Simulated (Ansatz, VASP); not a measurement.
**Ag: VASP beside Ansatz**

```xyz
1
Lattice="0.0000 2.0521 2.0521 2.0521 0.0000 2.0521 2.0521 2.0521 0.0000" Properties=species:S:1:pos:R:3 pbc="T T T"
Ag    0.0000    0.0000    0.0000
```

Alike in both runs: functional r2SCAN; k mesh 18 × 18 × 18; occupations gaussian, width 0.1 eV; no spin polarisation.

Ansatz relaxed the structure, and its values are those at the end. VASP's run is a single point on that final structure, the one shown.

```csv
,VASP,Ansatz
version,VASP 6.6.1,Ansatz 0.2.0
potentials or method,"VASP PAW PBE potentials, release 64 (Ag), cutoff 550 eV","scalar-relativistic, plane waves, PAW"
valence electrons in the cell,11,19
```

```tsv
	VASP	Ansatz	Ansatz less VASP
gap on the k mesh at the Fermi level (eV)	none	none	-
pressure (GPa)	0.1	0.0	-0.08
```

VASP's potentials were made for PBE, not for r2SCAN. A gap of «none» marks a metal or a gap that the smearing closes. With one functional, cell and mesh, what is left measures potentials, basis and numerics. VASP's potentials hold 11 valence electrons a cell and Ansatz's 19, so a difference there can come from the potentials and not from the codes.
